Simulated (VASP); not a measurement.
A run of VASP 6.6.1 is set up as follows.

The input INCAR:

```
  ALGO = Normal
  EDIFF = 1E-7
  ENCUT = 520
  GGA = PE
  ISIF = 2
  ISMEAR = 0
  LASPH = T
  LCHARG = F
  LREAL = F
  LWAVE = F
  NBANDS = 46
  NELM = 60
  PREC = Accurate
  SIGMA = 0.05
```

The input KPOINTS:

```
k-points
0
Gamma
  8 6 6
```

Contents of POSCAR:

```
GaN
1.0
   -3.2185392732      0.0000000000      0.0000000000
    0.0000000000      0.0000000000     -5.2433778863
    0.0000000001     -5.5746735474      0.0000000000
Ga N
4 4
Direct
    0.5000000000      0.0067335540      0.1773856518
    0.0000000000     -0.0020030165      0.6559454620
    0.0000000000      0.4979969835      0.3440545380
    0.5000000000      0.5067335540      0.8226143482
    0.5000000000      0.6147647645      0.1684718118
    0.0000000000      0.6185563310      0.6648474537
    0.0000000000      0.1185563310      0.3351525463
    0.5000000000      0.1147647645      0.8315281882
```

Potentials or basis: VASP PAW PBE potentials, release 64 (Ga_d, N).

Launch:

```console
$ cat potpaw_PBE.64/Ga_d/POTCAR potpaw_PBE.64/N/POTCAR > POTCAR
$ mpirun -np 1 vasp_std > vasp.out
```

Task: Predict the band gap on the k mesh.

Result: 1.63 eV.

Task: What does it give for the largest force?

Result: 1.680 eV/Å.

Task: Estimate the pressure.

Result: 0.9 GPa.

Forces in eV/Å, atoms in the order of the input:
```
Ga   0.000  1.407  0.918
Ga   0.000 -1.535  0.020
Ga   0.000  1.535  0.020
Ga   0.000 -1.407  0.918
N    0.000 -0.010 -0.431
N    0.000 -0.160 -0.506
N    0.000  0.160 -0.506
N    0.000  0.010 -0.431
```

Caveat: the cell differs from its parent crystal (mode 11 frozen in at -0.064 Å and mode 13 at +0.039 Å (largest displacements)); forces of over 1 eV/Å act on the atoms, so gaps and moduli don't describe the material at rest.
